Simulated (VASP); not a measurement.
# Hf (P6_3/mmc) in VASP: a series of runs

Runs on Hf. Level: PBE. Tasks: single point.

Everything below comes from runs of VASP 6.6.1. Logs are shortened: lines on timing, memory, paths and dates and some standing lists are left out, and cuts for length are marked.

### 1 The cell of the first run

Symmetry: P6_3/mmc, No. 194, hexagonal system. The conventional cell has a = 3.112 Å, b = 3.112 Å, c = 9.953 Å, α = 90.00°, β = 90.00°, γ = 120.00°. Hf (site symmetry -3m) has 12 Hf at 3.07 to 3.11 Å within 4.0 Å. Within 4.0 Å of Hf (site symmetry -6m2) lie 12 Hf at 3.07 to 3.11 Å.

### 2 Single point, PBE (20.87 Å³/atom)

Contents of INCAR:

```
SYSTEM = Hf
PREC = Accurate ; ENCUT = 520
EDIFF = 1E-7 ; ISMEAR = -1
SIGMA = 0.1 ; LREAL = .False.
LASPH = .True. ; NELM = 60
ALGO = Normal ; ISIF = 2
LWAVE = .False. ; LCHARG = .False.
GGA = PE ; NBANDS = 28
```

Contents of KPOINTS:

```
Automatic mesh
0
Gamma
  15 15 4
  0 0 0
```

Contents of POSCAR:

```
Hf
1.0
    3.1120078843      0.0000000000      0.0000000000
   -1.5560039421      2.6950778846      0.0000000000
    0.0000000000      0.0000000000      9.9531445720
Hf
4
Direct
    1.0000000000      1.0000000000      1.0000000000
    1.0000000000      1.0000000000      0.5000000000
    0.3333333333      0.6666666667      0.2500000000
    0.6666666667      0.3333333333      0.7500000000
```

Potentials or basis: VASP PAW PBE potentials, release 64 (Hf_pv).

The run is started by

```
$ cat potpaw_PBE.64/Hf_pv/POTCAR > POTCAR
$ mpirun -np 1 vasp_std > vasp.out
```

OUTCAR:

```text
SYSTEM = Hf
   PREC = Accurate
   ENCUT = 520
   EDIFF = 1E-7
   ISMEAR = -1
   LREAL = .False.
   LASPH = .True.
   NELM = 60
   ISIF = 2
   GGA = PE

 ion  position               nearest neighbor table
   1  0.000  0.000  0.000-   3 3.07   4 3.07   3 3.07   4 3.07   4 3.07   3 3.07
   2  0.000  0.000  0.500-   3 3.07   4 3.07   3 3.07   4 3.07   4 3.07   3 3.07
   3  0.333  0.667  0.250-   1 3.07   2 3.07   1 3.07   2 3.07   1 3.07   2 3.07
   4  0.667  0.333  0.750-   1 3.07   2 3.07   1 3.07   2 3.07   1 3.07   2 3.07

  LATTYP: Found a hexagonal cell.
 ALAT       =     3.1120078843
 C/A-ratio  =     3.1983031348

  Lattice vectors:

 A1 = (   3.1120078843,   0.0000000000,   0.0000000000)
 A2 = (  -1.5560039421,   2.6950778846,   0.0000000000)
 A3 = (   0.0000000000,   0.0000000000,   9.9531445720)

Analysis of symmetry for initial positions (statically):
=====================================================================
 Subroutine PRICEL returns:
 Original cell was already a primitive cell.

 Routine SETGRP: Setting up the symmetry group for a
 hexagonal supercell.

 Subroutine GETGRP returns: Found 24 space group operations
 (whereof 12 operations were pure point group operations)
 out of a pool of 24 trial point group operations.

The static configuration has the point symmetry D_3d.
 The point group associated with its full space group is D_6h.

Analysis of symmetry for dynamics (positions and initial velocities):
=====================================================================
 Subroutine PRICEL returns:
 Original cell was already a primitive cell.

 Routine SETGRP: Setting up the symmetry group for a
 hexagonal supercell.

 Subroutine GETGRP returns: Found 24 space group operations
 (whereof 12 operations were pure point group operations)
 out of a pool of 24 trial point group operations.

The dynamic configuration has the point symmetry D_3d.
 The point group associated with its full space group is D_6h.

 Subroutine INISYM returns: Found 24 space group operations
 (whereof 12 operations are pure point group operations),
 and found     1 'primitive' translations

----------------------------------------------------------------------------------------

                                     Primitive cell

  volume of cell :      83.4781

  direct lattice vectors                    reciprocal lattice vectors
     3.112007884  0.000000000  0.000000000     0.321335947  0.185523395  0.000000000
    -1.556003942  2.695077885  0.000000000     0.000000000  0.371046791  0.000000000
     0.000000000  0.000000000  9.953144572     0.000000000  0.000000000  0.100470760

  length of vectors
     3.112007884  3.112007884  9.953144572     0.371046791  0.371046791  0.100470760

  position of ions in fractional coordinates (direct lattice)
     0.000000000  0.000000000  0.000000000
     0.000000000  0.000000000  0.500000000
     0.333333333  0.666666667  0.250000000
     0.666666667  0.333333333  0.750000000

  ion indices of the primitive-cell ions
   primitive index   ion index
                 1           1
                 2           2
                 3           3
                 4           4

----------------------------------------------------------------------------------------

 KPOINTS: Automatic mesh

Automatic generation of k-mesh.
 Grid dimensions read from file:
 generate k-points for:   15   15    4

 Generating k-lattice:

  Cartesian coordinates                     Fractional coordinates (reciprocal lattice)
     0.021422396  0.012368226  0.000000000     0.066666667  0.000000000  0.000000000
     0.000000000  0.024736453  0.000000000     0.000000000  0.066666667  0.000000000
     0.000000000  0.000000000  0.025117690     0.000000000  0.000000000  0.250000000

  Length of vectors
     0.024736453  0.024736453  0.025117690

  Shift w.r.t. Gamma in fractional coordinates (k-lattice)
     0.000000000  0.000000000  0.000000000

 Subroutine IBZKPT returns following result:
 ===========================================

 Found     81 irreducible k-points:

 Following reciprocal coordinates:
            Coordinates               Weight
  0.000000  0.000000  0.000000      1.000000
  0.066667  0.000000  0.000000      6.000000
  0.133333 -0.000000  0.000000      6.000000
  0.200000  0.000000  0.000000      6.000000
  0.266667 -0.000000  0.000000      6.000000
  0.333333 -0.000000  0.000000      6.000000
[... 16 lines left out ...]
  0.333333  0.200000  0.000000     12.000000
  0.400000  0.200000  0.000000      6.000000
 [... further k-points ...]
   k-points           NKPTS =     81   k-points in BZ     NKDIM =     81   number of bands    NBANDS=     28
   number of dos      NEDOS =    301   number of ions     NIONS =      4
   total plane-waves  NPLWV =  46080
   dimension x,y,z NGX =    24 NGY =   24 NGZ =   80
   dimension x,y,z NGXF=    48 NGYF=   48 NGZF=  160
   ions per type =               4
   NGX,Y,Z   is equivalent  to a cutoff of  12.82, 12.82, 13.36 a.u.
   NGXF,Y,Z  is equivalent  to a cutoff of  25.64, 25.64, 26.72 a.u.
 SYSTEM =  Hf
   PREC   = accura    normal or accurate (medium, high low for compatibility)
   ISTART =      0    job   : 0-new  1-cont  2-samecut
   ICHARG =      2    charge: 1-file 2-atom 10-const
   ISPIN  =      1    spin polarized calculation?
   LNONCOLLINEAR =      F non collinear calculations
   LSORBIT =      F    spin-orbit coupling
   LASPH  =      T    aspherical Exc in radial PAW
   ENCUT  =  520.0 eV  38.22 Ry    6.18 a.u.   5.79  5.79 18.51*2*pi/ulx,y,z
   NELM   =     60;   NELMIN=  2; NELMDL= -5     # of ELM steps
   EDIFF  = 0.1E-06   stopping-criterion for ELM
   LREAL  =      F    real-space projection
   EDIFFG = 0.1E-05   stopping-criterion for IOM
   NSW    =      0    number of steps for IOM
   IBRION =     -1    ionic relax: 0-MD 1-quasi-New 2-CG
   NFREE  =      0    steps in history (QN), initial steepest desc. (CG)
   ISIF   =      2    stress and relaxation
   ISYM   =      2    0-nonsym 1-usesym 2-fastsym
   POTIM  = 0.5000    time-step for ionic-motion
   TEBEG  =    0.0;   TEEND  =   0.0 temperature during run
   PSTRESS=    0.0 pullay stress
   NELECT =      40.0000    total number of electrons
   NUPDOWN=      -1.0000    fix difference up-down
   EMIN   =  10.00;   EMAX   =-10.00  energy-range for DOS
   EFERMI =   0.00;   METHOD = LEGACY
   ISMEAR =    -1;   SIGMA  =   0.10  broadening in eV -4-tet -1-fermi 0-gaus
   EFERMI_NEDOS =   21; number of points for ismear=-14 and -15
   IALGO  =     38    algorithm
   IMIX   =      4    mixing-type and parameters
     AMIX     =   0.40;   BMIX     =  1.00
     AMIX_MAG =   1.60;   BMIX_MAG =  1.00
  volume/ion in A,a.u.               =      20.87       140.83
  Fermi-wavevector in a.u.,A,eV,Ry     =   1.281064  2.420859 22.328850  1.641124
  Thomas-Fermi vector in A             =   2.413455
   LORBIT       =      0    0 simple, 1 ext, 2 COOP (PROOUT), +10 PAW based schemes
   GGA     = PE    functional components
   LHFCALC =     F    Hartree Fock is set to
   AEXX    =    0.0000 exact exchange contribution
   IVDW    =     0    specifies the selected vdW correction
   LEPSILON=     F    determine dielectric tensor
   LRPA    =     F    only Hartree local field effects (RPA)
 non-spin polarized calculation
  energy-cutoff  :      520.00
  volume of cell :       83.48
 maximum number of plane-waves:      2264
 NGX is ok and might be reduce to    24
   NGX = 11   NGY = 11   NGZ = 37

 number of electron      39.9999993 magnetization

 Free energy of the ion-electron system (eV)
  ---------------------------------------------------
  ext. energy  EPLUGINS =         0.00000000
  ---------------------------------------------------
  free energy    TOTEN  =       -39.38101107 eV

  energy without entropy =      -39.21289444  energy(sigma->0) =      -39.29695275

 E-fermi :   5.2909     XC(G=0): -11.6059

 val. band max:        5.2904226493   @ k =   0.2667   0.2000   0.2500
 cond. band min:       5.2919221932   @ k =   0.4000   0.1333   0.2500
 fundamental gap:      0.0014995439
 Fermi energy:         5.2909401999

 k-point     1 :       0.0000    0.0000    0.0000
  band No.  band energies     occupation
      1     -25.5949      2.00000
      2     -25.0960      2.00000
      3     -25.0687      2.00000
      4     -24.6892      2.00000
      5     -24.6892      2.00000
      6     -24.6345      2.00000
[... 20 lines left out ...]
     27       7.2316      0.00000
     28       7.2316      0.00000

 k-point     2 :       0.0667    0.0000    0.0000
  band No.  band energies     occupation
      1     -25.5805      2.00000
      2     -25.1013      2.00000
      3     -25.0734      2.00000
      4     -24.7216      2.00000
      5     -24.6997      2.00000
      6     -24.6577      2.00000
[... 20 lines left out ...]
     27       7.2545      0.00000
     28       7.3564      0.00000

 k-point     3 :       0.1333   -0.0000    0.0000
  band No.  band energies     occupation
      1     -25.5384      2.00000
      2     -25.1232      2.00000
      3     -25.0926      2.00000
      4     -24.8100      2.00000
      5     -24.7290      2.00000
      6     -24.7229      2.00000
[... 20 lines left out ...]
     27       7.5398      0.00000
     28       7.7245      0.00000

 k-point     4 :       0.2000    0.0000    0.0000
  band No.  band energies     occupation
      1     -25.4733      2.00000
      2     -25.1788      2.00000
      3     -25.1393      2.00000
      4     -24.9342      2.00000
      5     -24.8345      2.00000
      6     -24.7705      2.00000
[... 578 lines left out ...]
     27       9.0947      0.00000
     28       9.4293      0.00000

 k-point    23 :       0.3333    0.2000    0.0000
  band No.  band energies     occupation
      1     -25.4491      2.00000
      2     -25.3856      2.00000
      3     -25.2830      2.00000
      4     -25.2301      2.00000
      5     -25.1238      2.00000
      6     -25.0538      2.00000
[... 20 lines left out ...]
     27       8.8791      0.00000
     28      10.2041      0.00000

 k-point    24 :       0.4000    0.2000    0.0000
  band No.  band energies     occupation
      1     -25.4634      2.00000
      2     -25.3969      2.00000
      3     -25.2930      2.00000
      4     -25.2472      2.00000
      5     -25.0832      2.00000
      6     -25.0548      2.00000
[... 20 lines left out ...]
     27       8.7955      0.00000
     28      10.5594      0.00000

 [... further k-points ...]
[... 5 lines left out ...]
  --------------------------------------------------------------------------------------
  -------------------------------------------------------------------------------------
  Total        4.9761566      4.9761566      5.0171707      0.0000000      0.0000000      0.0000000
  in kB       95.5063611     95.5063611     96.2935371      0.0000000      0.0000000      0.0000000
  external PRESSURE =      95.7687531 kB  Pullay stress =       0.0000000 kB

 VOLUME and BASIS-vectors are now :
 -----------------------------------------------------------------------------
  energy-cutoff  :      520.00
  volume of cell :       83.48
      direct lattice vectors                 reciprocal lattice vectors
     3.112007884  0.000000000  0.000000000     0.321335947  0.185523395  0.000000000
    -1.556003942  2.695077885  0.000000000     0.000000000  0.371046791  0.000000000
     0.000000000  0.000000000  9.953144572     0.000000000  0.000000000  0.100470760

 POSITION                                       TOTAL-FORCE (eV/Angst)
 -----------------------------------------------------------------------------------
      0.00000      0.00000      0.00000        -0.000000      0.000000     -0.000000
      0.00000      0.00000      4.97657        -0.000000      0.000000     -0.000000
     -0.00000      1.79672      2.48829        -0.000000      0.000000     -0.000000
      1.55600      0.89836      7.46486         0.000000     -0.000000      0.000000
 -----------------------------------------------------------------------------------
    total drift:                               -0.000000      0.000000     -0.000000

  FREE ENERGIE OF THE ION-ELECTRON SYSTEM (eV)
  ---------------------------------------------------
  free  energy   TOTEN  =       -39.3810110692 eV

  energy  without entropy=      -39.2128944350  energy(sigma->0) =      -39.29695275
```

Run time: 68 s. Hardware: 1 thread of Intel Xeon 6975P-C (Granite Rapids), shared host; peak memory 0.28 GiB.

What came out:

```yaml
Free_energy: -39.3810 eV
Pressure: 9.6 GPa
Band_gap_on_the_k_mesh: zero (bands 20 and 21 overlap by 1.72 eV)
```

Caveat: the cell stands under pressure; spin-orbit coupling is left out, which moves the levels of the heavy elements.

### 3 Single point, PBE (21.78 Å³/atom)

This run uses another cell than the first one, of 21.78 Å³/atom.

Contents of INCAR:

```
PREC = Accurate
ENCUT = 520
EDIFF = 1E-6
ISMEAR = -1
SIGMA = 0.1
LREAL = F
LASPH = T
NELM = 100
ALGO = Normal
ISIF = 2
LWAVE = F
LCHARG = F
GGA = PE
NBANDS = 28
```

Contents of KPOINTS:

```
regular mesh
0
Gamma
  15 15 4
```

Contents of POSCAR:

```
Hf
1.0
    3.1564711470      0.0000000000      0.0000000000
   -1.5782355735      2.7335841996      0.0000000000
    0.0000000000      0.0000000000     10.0953515645
Hf
4
Direct
    1.0000000000      1.0000000000      1.0000000000
    1.0000000000      1.0000000000      0.5000000000
    0.3333333333      0.6666666667      0.2500000000
    0.6666666667      0.3333333333      0.7500000000
```

Potentials or basis: VASP PAW PBE potentials, release 64 (Hf_pv).

The run is started by

```
$ cat potpaw_PBE.64/Hf_pv/POTCAR > POTCAR
$ mpirun -np 1 vasp_std > vasp.out
```

Wall time 58 s (1 thread of Intel Xeon 6975P-C (Granite Rapids), shared host); peak memory 0.3 GiB.

It converged, with:

- Free energy: -39.5355 eV
- Pressure: 4.2 GPa
- Band gap on the k mesh: zero (bands 20 and 21 overlap by 1.69 eV)

Stress tensor (GPa, compression positive):
```
4.18 0.00 0.00
0.00 4.18 0.00
0.00 0.00 4.10
```

Levels at points of the mesh, in eV from the Fermi level:
```
           k point  band 17  band 18  band 19  band 20  band 21  band 22  band 23  band 24
(0.00, 0.00, 0.00)     0.16     0.20     0.78     1.07     1.07     1.19     1.19     1.54
(0.00, 0.00, 0.50)     0.20     0.20     1.02     1.02     1.26     1.26     1.26     1.26
```

Caveat: the cell stands under pressure; spin-orbit coupling is left out, which moves the levels of the heavy elements.

### 4 Single point, PBE

This run uses another cell than the first one, of 22.68 Å³/atom.

Contents of INCAR:

```
SYSTEM = Hf
  ALGO = Normal
  EDIFF = 1E-7
  ENCUT = 520
  GGA = PE
  ISIF = 2
  ISMEAR = -1
  LASPH = .TRUE.
  LCHARG = .FALSE.
  LREAL = .FALSE.
  LWAVE = .FALSE.
  NBANDS = 28
  NELM = 100
  PREC = Accurate
  SIGMA = 0.1
```

Contents of KPOINTS:

```
k-points
0
G
  15 15 4
  0 0 0
```

Contents of POSCAR:

```
Hf
1.0
    3.1997158515      0.0000000000      0.0000000000
   -1.5998579257      2.7710352123      0.0000000000
    0.0000000000      0.0000000000     10.2336612386
Hf
4
Direct
    1.0000000000      1.0000000000      1.0000000000
    1.0000000000      1.0000000000      0.5000000000
    0.3333333333      0.6666666667      0.2500000000
    0.6666666667      0.3333333333      0.7500000000
```

The run is started by

```
$ cat potpaw_PBE.64/Hf_pv/POTCAR > POTCAR
$ mpirun -np 1 vasp_std > vasp.out
```

Wall time 70 s (1 thread of Intel Xeon 6975P-C (Granite Rapids), shared host); peak memory 0.29 GiB.

The run converged. Its results:

- Free energy: -39.5770 eV
- Pressure: -0.4 GPa
- Band gap on the k mesh: zero (bands 20 and 21 overlap by 1.65 eV)

Stress tensor (GPa, compression positive):
```
-0.38  0.00  0.00
 0.00 -0.38  0.00
 0.00  0.00 -0.49
```

Levels at points of the mesh, in eV from the Fermi level:
| k point | band 16 | band 17 | band 18 | band 19 | band 20 | band 21 | band 22 | band 23 | band 24 | band 25 |
| --- | --- | --- | --- | --- | --- | --- | --- | --- | --- | --- |
| (0.00, 0.00, 0.00) | -3.59 | 0.17 | 0.21 | 0.64 | 1.06 | 1.06 | 1.18 | 1.18 | 1.51 | 1.65 |
| (0.00, 0.00, 0.50) | -3.97 | 0.13 | 0.13 | 1.01 | 1.01 | 1.25 | 1.25 | 1.25 | 1.25 | 1.52 |

Caveat: spin-orbit coupling is left out, which moves the levels of the heavy elements.

### 5 Single point, PBE (23.59 Å³/atom)

This run uses another cell than the first one, of 23.59 Å³/atom.

Contents of INCAR:

```
SYSTEM = Hf
PREC = Accurate
ENCUT = 520
EDIFF = 1E-6
ISMEAR = -1
SIGMA = 0.1
LREAL = .False.
LASPH = .True.
NELM = 60
ALGO = Normal
ISIF = 2
LWAVE = .False.
LCHARG = .False.
GGA = PE
NBANDS = 28
```

Contents of KPOINTS:

```
Automatic mesh
0
Gamma
  15 15 4
  0 0 0
```

Contents of POSCAR:

```
Hf
1.0
    3.2418222045      0.0000000000      0.0000000000
   -1.6209111022      2.8075003837      0.0000000000
    0.0000000000      0.0000000000     10.3683301194
Hf
4
Direct
    1.0000000000      1.0000000000      1.0000000000
    1.0000000000      1.0000000000      0.5000000000
    0.3333333333      0.6666666667      0.2500000000
    0.6666666667      0.3333333333      0.7500000000
```

The run is started by

```
$ cat potpaw_PBE.64/Hf_pv/POTCAR > POTCAR
$ mpirun -np 1 vasp_std > vasp.out
```

It took 59 s on 1 thread of Intel Xeon 6975P-C (Granite Rapids), shared host; peak memory 0.3 GiB.

The run converged. Its results:

```
Free energy            : -39.5231 eV
Pressure               : -4.3 GPa
Band gap on the k mesh : zero (bands 20 and 21 overlap by 1.61 eV)
```

Levels at points of the mesh, in eV from the Fermi level:
```
           k point  band 17  band 18  band 19  band 20  band 21  band 22  band 23  band 24
(0.00, 0.00, 0.00)     0.18     0.22     0.51     1.06     1.06     1.16     1.16     1.47
(0.00, 0.00, 0.50)     0.07     0.07     1.00     1.00     1.23     1.23     1.23     1.23
```

Caveat: the cell stands under tension; spin-orbit coupling is left out, which moves the levels of the heavy elements.

### 6 Overview

| cell | gap on the mesh (eV) | pressure (GPa) |
| --- | --- | --- |
| a = 3.112, b = 3.112, c = 9.953 Å, angles 90.0, 90.0, 120.0°, 4 atoms | none | 9.6 |
| a = 3.156, b = 3.156, c = 10.095 Å, angles 90.0, 90.0, 120.0°, 4 atoms | none | 4.2 |
| a = 3.200, b = 3.200, c = 10.234 Å, angles 90.0, 90.0, 120.0°, 4 atoms | none | -0.4 |
| a = 3.242, b = 3.242, c = 10.368 Å, angles 90.0, 90.0, 120.0°, 4 atoms | none | -4.3 |

Alike in all rows: task single point; level PBE; potentials or basis VASP PAW PBE potentials, release 64 (Hf_pv); no spin polarisation; k mesh 15 × 15 × 4; cutoff (eV) 520; smearing fermi-dirac 0.1 eV.

Caveats: spin-orbit coupling is left out, which moves the levels of the heavy elements; the cell stands under pressure (at least some runs); the cell stands under tension (at least some runs).

Absolute energies hang on the potentials; compare differences alone.
